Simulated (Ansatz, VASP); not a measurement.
**AlN in VASP and in Ansatz**

The input POSCAR:

```
AlN
1.0
    0.0000000000      2.1848764125      2.1411788842
    2.1848764125      0.0000000000      2.1411788842
    2.1848764125      2.1848764125      0.0000000000
Al N
1 1
Direct
    0.0000000000      0.0000000000      0.0000000000
    0.2500000000      0.2500000000      0.2500000000
```

Contents of INCAR.step1:

```
ALGO     = Normal         # electronic algorithm
EDIFF    = 1E-4           # SCF threshold, eV
ENCUT    = 520            # plane-wave cutoff, eV
GGA      = PE             # functional
ISMEAR   = 0              # smearing method
LASPH    = T              # aspherical terms in the spheres
LCHARG   = F              # write CHGCAR
LREAL    = F              # projectors in reciprocal space
LWAVE    = T              # write WAVECAR
NBANDS   = 11             # bands
NELM     = 80             # most SCF steps
PREC     = Accurate       # precision mode
SIGMA    = 0.01           # smearing width, eV
```

Contents of INCAR.step2:

```
ALGO     = Normal         # electronic algorithm
EDIFF    = 1E-7           # SCF threshold, eV
ENCUT    = 520            # plane-wave cutoff, eV
ISIF     = 2              # what is computed and relaxed
ISMEAR   = 0              # smearing method
ISTART   = 1            
LASPH    = T              # aspherical terms in the spheres
LCHARG   = F              # write CHGCAR
LMIXTAU  = T            
LREAL    = F              # projectors in reciprocal space
LWAVE    = F              # write WAVECAR
METAGGA  = R2SCAN         # meta-GGA
NBANDS   = 11             # bands
NELM     = 80             # most SCF steps
PREC     = Accurate       # precision mode
SIGMA    = 0.01           # smearing width, eV
```

File KPOINTS:

```
k-points
0
Gamma
  10 10 10
```

Input for Ansatz:

```yaml
crystal:
  lattice:
    - [0.0, 2.1848764125, 2.1411788842]
    - [2.1848764125, 0.0, 2.1411788842]
    - [2.1848764125, 2.1848764125, 0.0]
  atoms:
    - { symbol: Al, position: [0.0, 0.0, 0.0] }
    - { symbol: "N", position: [0.25, 0.25, 0.25] }
kpoints:
  mp_grid: { grid: [10, 10, 10] }
  band_path:
    path:
      - [0.0, 0.0, 0.0]
      - [-0.5, -0.5, 0.0]
      - [-0.375, -0.375, 0.25]
      - [-0.375, 0.0, 0.375]
      - [0.0, 0.0, 0.5]
      - [-0.5, -0.25, 0.25]
    npoints: 1
hamiltonian:
  xc: r2scan
scf:
  occupations: { method: fixed }
  n_extra_bands: 4
output:
  forces: true
  stress: true
  eigenvalues: true
  write_density: true
  write_potential: true
  elf: true
  volumetric_format: npy
```

Change from the starting cell: uniaxial_z strain -2.0%.

Alike in both runs: task single point; functional r2SCAN; k mesh 10 × 10 × 10; no spin polarisation.

|  | VASP | Ansatz |
| --- | --- | --- |
| version | VASP 6.6.1 | Ansatz 0.2.0 |
| potentials or method | VASP PAW PBE potentials, release 64 (Al, N) | plane waves, PAW |
| plane-wave cutoff (eV) | 520 | 500 |
| occupations | gaussian, width 0.01 eV | fixed |
| valence electrons in the cell | 8 | 8 |

Ansatz gave:

- gap on the k mesh at the Fermi level (eV): 3.84
- pressure (GPa): 4.4
- traceless stress, the component that is largest in VASP (GPa): 1.82

What did VASP give for the same quantities?

gap on the k mesh at the Fermi level (eV): 3.83; pressure (GPa): 4.0; traceless stress, the component that is largest in VASP (GPa): 1.82.

VASP's potentials were made for PBE, not for r2SCAN.
